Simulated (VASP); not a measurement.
# Sb2Se3 (R-3m) in VASP: further runs

Aim: see how the results for Sb2Se3 move with the level of theory and the settings. Levels: PBE, LDA. Tasks: single point.

All numbers are computed with VASP 6.6.1; they aren't measurements. Logs are shortened: lines on timing, memory, paths and dates and some standing lists are left out, and cuts for length are marked.

## 1. The cell of the first run

It takes space group R-3m (No. 166, trigonal). Conventional cell: a = 4.026 Å, b = 4.026 Å, c = 28.991 Å, α = 90.00°, β = 90.00°, γ = 120.00°. Within 3.7 Å of Sb (site symmetry 3m) lie 6 Se at 2.79 to 2.99 Å. Within 3.7 Å of Se (site symmetry 3m) lie 3 Sb at 2.79 Å and 3 Se at 3.65 Å. Se (site symmetry -3m) has 6 Sb at 2.99 Å and 12 Se at 4.03 to 4.14 Å within 4.2 Å.

## 2. Single point, PBE

INCAR reads:

```
SYSTEM = Sb2Se3
ALGO     = Normal         ! electronic algorithm
EDIFF    = 1E-6           ! SCF threshold, eV
ENCUT    = 520            ! plane-wave cutoff, eV
GGA      = PE             ! functional
ISIF     = 2              ! what is computed and relaxed
ISMEAR   = -1             ! smearing method
LASPH    = .True.         ! aspherical terms in the spheres
LCHARG   = .False.        ! write CHGCAR
LREAL    = .False.        ! projectors in reciprocal space
LWAVE    = .False.        ! write WAVECAR
NBANDS   = 22             ! bands
NELM     = 60             ! most SCF steps
PREC     = Accurate       ! precision mode
SIGMA    = 0.02           ! smearing width, eV
```

KPOINTS reads:

```
k-points
0
Gamma
  8 8 8
  0 0 0
```

POSCAR reads:

```
Sb2Se3
1.0
    2.0131844321      1.1623125738      9.6638242303
   -2.0131844321      1.1623125738      9.6638242303
    0.0000000000     -2.3246251476      9.6638242303
Sb Se
2 3
Direct
    0.3980138049      0.3980138049      0.3980138049
    0.6019861951      0.6019861951      0.6019861951
    0.2152848338      0.2152848338      0.2152848338
    0.7847151662      0.7847151662      0.7847151662
    0.0000000000      0.0000000000      0.0000000000
```

Potentials or basis: VASP PAW PBE potentials, release 64 (Sb, Se).

The run is started by

```
cat potpaw_PBE.64/Sb/POTCAR potpaw_PBE.64/Se/POTCAR > POTCAR
mpirun -np 1 vasp_std > vasp.out
```

OUTCAR:

```text
SYSTEM = Sb2Se3
   EDIFF = 1E-6
   ENCUT = 520
   GGA = PE
   ISIF = 2
   ISMEAR = -1
   LASPH = .True.
   LREAL = .False.
   NELM = 60
   PREC = Accurate

 ion  position               nearest neighbor table
   1  0.398  0.398  0.398-   4 2.79   4 2.79   4 2.79   5 2.99   5 2.99   5 2.99
   2  0.602  0.602  0.602-   3 2.79   3 2.79   3 2.79   5 2.99   5 2.99   5 2.99
   3  0.215  0.215  0.215-   2 2.79   2 2.79   2 2.79
   4  0.785  0.785  0.785-   1 2.79   1 2.79   1 2.79
   5  0.000  0.000  0.000-   2 2.99   1 2.99   2 2.99   2 2.99   1 2.99   1 2.99

  LATTYP: Found a trigonal (rhomboedric) cell.
 ALAT       =     9.9394859440
 COS(alpha) =     0.9179517590

  Lattice vectors:

 A1 = (   2.0131844321,   1.1623125738,   9.6638242303)
 A2 = (  -2.0131844321,   1.1623125738,   9.6638242303)
 A3 = (   0.0000000000,  -2.3246251476,   9.6638242303)

Analysis of symmetry for initial positions (statically):
=====================================================================
 Subroutine PRICEL returns:
 Original cell was already a primitive cell.

 Routine SETGRP: Setting up the symmetry group for a
 trigonal (rhombohedral) supercell.

 Subroutine GETGRP returns: Found 12 space group operations
 (whereof 12 operations were pure point group operations)
 out of a pool of 12 trial point group operations.

The static configuration has the point symmetry D_3d.

Analysis of symmetry for dynamics (positions and initial velocities):
=====================================================================
 Subroutine PRICEL returns:
 Original cell was already a primitive cell.

 Routine SETGRP: Setting up the symmetry group for a
 trigonal (rhombohedral) supercell.

 Subroutine GETGRP returns: Found 12 space group operations
 (whereof 12 operations were pure point group operations)
 out of a pool of 12 trial point group operations.

The dynamic configuration has the point symmetry D_3d.

 Subroutine INISYM returns: Found 12 space group operations
 (whereof 12 operations are pure point group operations),
 and found     1 'primitive' translations

----------------------------------------------------------------------------------------

                                     Primitive cell

  volume of cell :     135.6772

  direct lattice vectors                    reciprocal lattice vectors
     2.013184432  1.162312574  9.663824230     0.248362739  0.143392294  0.034492901
    -2.013184432  1.162312574  9.663824230    -0.248362739  0.143392294  0.034492901
     0.000000000 -2.324625148  9.663824230     0.000000000 -0.286784589  0.034492901

  length of vectors
     9.939485944  9.939485944  9.939485944     0.288851451  0.288851451  0.288851451

  position of ions in fractional coordinates (direct lattice)
     0.398013805  0.398013805  0.398013805
     0.601986195  0.601986195  0.601986195
     0.215284834  0.215284834  0.215284834
     0.784715166  0.784715166  0.784715166
     0.000000000  0.000000000  0.000000000

  ion indices of the primitive-cell ions
   primitive index   ion index
                 1           1
                 2           2
                 3           3
                 4           4
                 5           5

----------------------------------------------------------------------------------------

 KPOINTS: k-points

Automatic generation of k-mesh.
 Grid dimensions read from file:
 generate k-points for:    8    8    8

 Generating k-lattice:

  Cartesian coordinates                     Fractional coordinates (reciprocal lattice)
     0.031045342  0.017924037  0.004311613     0.125000000 -0.000000000  0.000000000
    -0.031045342  0.017924037  0.004311613    -0.000000000  0.125000000  0.000000000
     0.000000000 -0.035848074  0.004311613     0.000000000  0.000000000  0.125000000

  Length of vectors
     0.036106431  0.036106431  0.036106431

  Shift w.r.t. Gamma in fractional coordinates (k-lattice)
     0.000000000  0.000000000  0.000000000

 Subroutine IBZKPT returns following result:
 ===========================================

 Found     65 irreducible k-points:

 Following reciprocal coordinates:
            Coordinates               Weight
  0.000000  0.000000  0.000000      1.000000
  0.125000  0.000000 -0.000000      6.000000
  0.250000  0.000000 -0.000000      6.000000
  0.375000  0.000000 -0.000000      6.000000
  0.500000  0.000000 -0.000000      3.000000
  0.125000  0.125000 -0.000000      6.000000
[... 16 lines left out ...]
  0.250000  0.125000  0.125000      6.000000
  0.375000  0.125000  0.125000      6.000000
 [... further k-points ...]
   k-points           NKPTS =     65   k-points in BZ     NKDIM =     65   number of bands    NBANDS=     22
   number of dos      NEDOS =    301   number of ions     NIONS =      5
   total plane-waves  NPLWV = 512000
   dimension x,y,z NGX =    80 NGY =   80 NGZ =   80
   dimension x,y,z NGXF=   160 NGYF=  160 NGZF=  160
   ions per type =               2   3
   NGX,Y,Z   is equivalent  to a cutoff of  13.38, 13.38, 13.38 a.u.
   NGXF,Y,Z  is equivalent  to a cutoff of  26.76, 26.76, 26.76 a.u.
 SYSTEM =  Sb2Se3
   PREC   = accura    normal or accurate (medium, high low for compatibility)
   ISTART =      0    job   : 0-new  1-cont  2-samecut
   ICHARG =      2    charge: 1-file 2-atom 10-const
   ISPIN  =      1    spin polarized calculation?
   LNONCOLLINEAR =      F non collinear calculations
   LSORBIT =      F    spin-orbit coupling
   LASPH  =      T    aspherical Exc in radial PAW
   ENCUT  =  520.0 eV  38.22 Ry    6.18 a.u.  18.48 18.48 18.48*2*pi/ulx,y,z
   NELM   =     60;   NELMIN=  2; NELMDL= -5     # of ELM steps
   EDIFF  = 0.1E-05   stopping-criterion for ELM
   LREAL  =      F    real-space projection
   EDIFFG = 0.1E-04   stopping-criterion for IOM
   NSW    =      0    number of steps for IOM
   IBRION =     -1    ionic relax: 0-MD 1-quasi-New 2-CG
   NFREE  =      0    steps in history (QN), initial steepest desc. (CG)
   ISIF   =      2    stress and relaxation
   ISYM   =      2    0-nonsym 1-usesym 2-fastsym
   POTIM  = 0.5000    time-step for ionic-motion
   TEBEG  =    0.0;   TEEND  =   0.0 temperature during run
   PSTRESS=    0.0 pullay stress
   NELECT =      28.0000    total number of electrons
   NUPDOWN=      -1.0000    fix difference up-down
   EMIN   =  10.00;   EMAX   =-10.00  energy-range for DOS
   EFERMI =   0.00;   METHOD = LEGACY
   ISMEAR =    -1;   SIGMA  =   0.02  broadening in eV -4-tet -1-fermi 0-gaus
   EFERMI_NEDOS =   21; number of points for ismear=-14 and -15
   IALGO  =     38    algorithm
   IMIX   =      4    mixing-type and parameters
     AMIX     =   0.40;   BMIX     =  1.00
     AMIX_MAG =   1.60;   BMIX_MAG =  1.00
  volume/ion in A,a.u.               =      27.14       183.12
  Fermi-wavevector in a.u.,A,eV,Ry     =   0.967443  1.828202 12.734310  0.935945
  Thomas-Fermi vector in A             =   2.097329
   LORBIT       =      0    0 simple, 1 ext, 2 COOP (PROOUT), +10 PAW based schemes
   GGA     = PE    functional components
   LHFCALC =     F    Hartree Fock is set to
   AEXX    =    0.0000 exact exchange contribution
   IVDW    =     0    specifies the selected vdW correction
   LEPSILON=     F    determine dielectric tensor
   LRPA    =     F    only Hartree local field effects (RPA)
 non-spin polarized calculation
  energy-cutoff  :      520.00
  volume of cell :      135.68
 maximum number of plane-waves:      3696
 NGX is ok and might be reduce to    80
   NGX = 37   NGY = 37   NGZ = 37

 number of electron      28.0000000 magnetization

 Free energy of the ion-electron system (eV)
  ---------------------------------------------------
  ext. energy  EPLUGINS =         0.00000000
  ---------------------------------------------------
  free energy    TOTEN  =       -20.05978543 eV

  energy without entropy =      -20.05967684  energy(sigma->0) =      -20.05973114

 E-fermi :   5.1866     XC(G=0):  -9.3614

 val. band max:        5.1823014706   @ k =   0.0000   0.0000   0.0000
 cond. band min:       5.1908549904   @ k =   0.0000   0.0000   0.0000
 fundamental gap:      0.0085535197
 Fermi energy:         5.1866039213

 k-point     1 :       0.0000    0.0000    0.0000
  band No.  band energies     occupation
      1      -9.4170      2.00000
      2      -8.7053      2.00000
      3      -8.1060      2.00000
      4      -3.7063      2.00000
      5      -2.5488      2.00000
      6       2.8395      2.00000
[... 14 lines left out ...]
     21      10.4743      0.00000
     22      11.5555      0.00000

 k-point     2 :       0.1250    0.0000   -0.0000
  band No.  band energies     occupation
      1      -9.2788      2.00000
      2      -8.5939      2.00000
      3      -8.0244      2.00000
      4      -3.7321      2.00000
      5      -2.7020      2.00000
      6       1.7674      2.00000
[... 14 lines left out ...]
     21      10.2307      0.00000
     22      10.8744      0.00000

 k-point     3 :       0.2500    0.0000   -0.0000
  band No.  band energies     occupation
      1      -8.8858      2.00000
      2      -8.2972      2.00000
      3      -7.8200      2.00000
      4      -3.9094      2.00000
      5      -3.1725      2.00000
      6       0.5197      2.00000
[... 14 lines left out ...]
     21       9.3569      0.00000
     22      11.1717      0.00000
[... 476 lines left out ...]
 k-point    23 :       0.2500    0.1250    0.1250
  band No.  band energies     occupation
      1      -9.2580      2.00000
      2      -8.6635      2.00000
      3      -7.9642      2.00000
      4      -3.8107      2.00000
      5      -2.6176      2.00000
      6       1.7107      2.00000
[... 14 lines left out ...]
     21      10.2041      0.00000
     22      10.9823      0.00000

 k-point    24 :       0.3750    0.1250    0.1250
  band No.  band energies     occupation
      1      -8.8583      2.00000
      2      -8.3797      2.00000
      3      -7.7556      2.00000
      4      -3.9586      2.00000
      5      -3.1308      2.00000
      6       0.5551      2.00000
[... 14 lines left out ...]
     21       9.3663      0.00000
     22      11.2391      0.00000

 [... further k-points ...]

------------------------ aborting loop because EDIFF is reached ----------------------------------------

  FORCE on cell =-STRESS in cart. coord.  units (eV):
  Direction    XX          YY          ZZ          XY          YZ          ZX
  --------------------------------------------------------------------------------------
  -------------------------------------------------------------------------------------
  Total        1.8376869      1.8376869      1.7020545      0.0000000      0.0000000      0.0000000
  in kB       21.7007795     21.7007795     20.0991310      0.0000000      0.0000000      0.0000000
  external PRESSURE =      21.1668967 kB  Pullay stress =       0.0000000 kB

 VOLUME and BASIS-vectors are now :
 -----------------------------------------------------------------------------
  energy-cutoff  :      520.00
  volume of cell :      135.68
      direct lattice vectors                 reciprocal lattice vectors
     2.013184432  1.162312574  9.663824230     0.248362739  0.143392294  0.034492901
    -2.013184432  1.162312574  9.663824230    -0.248362739  0.143392294  0.034492901
     0.000000000 -2.324625148  9.663824230     0.000000000 -0.286784589  0.034492901

 POSITION                                       TOTAL-FORCE (eV/Angst)
 -----------------------------------------------------------------------------------
      0.00000      0.00000     11.53901         0.000000      0.000000     -0.104226
      0.00000      0.00000     17.45247         0.000000     -0.000000      0.104226
      0.00000      0.00000      6.24142         0.000000      0.000000     -0.181811
      0.00000      0.00000     22.75005         0.000000      0.000000      0.181811
      0.00000      0.00000      0.00000         0.000000      0.000000      0.000000
 -----------------------------------------------------------------------------------
    total drift:                               -0.000000     -0.000000     -0.000000

  FREE ENERGIE OF THE ION-ELECTRON SYSTEM (eV)
  ---------------------------------------------------
  free  energy   TOTEN  =       -20.0597854318 eV

  energy  without entropy=      -20.0596768432  energy(sigma->0) =      -20.05973114
```

It took 25 min on 1 thread of AMD EPYC 7R13 (Zen 3), shared host; peak memory 0.96 GiB.

What came out:

| Item | Value |
| --- | --- |
| Free energy | -20.0598 eV |
| Pressure | 2.1 GPa |
| Largest force | 0.182 eV/Å |
| Band gap on the k mesh | 0.01 eV |

Forces on the atoms (eV/Å):
```
Sb   0.000  0.000 -0.104
Sb   0.000  0.000  0.104
Se   0.000  0.000 -0.182
Se   0.000  0.000  0.182
Se   0.000  0.000  0.000
```

Caveat: semilocal functionals underestimate gaps, and a narrow one can read as zero; spin-orbit coupling is left out, which moves the levels of the heavy elements. A k mesh can miss the band edges.

[end of part 1 of 2]
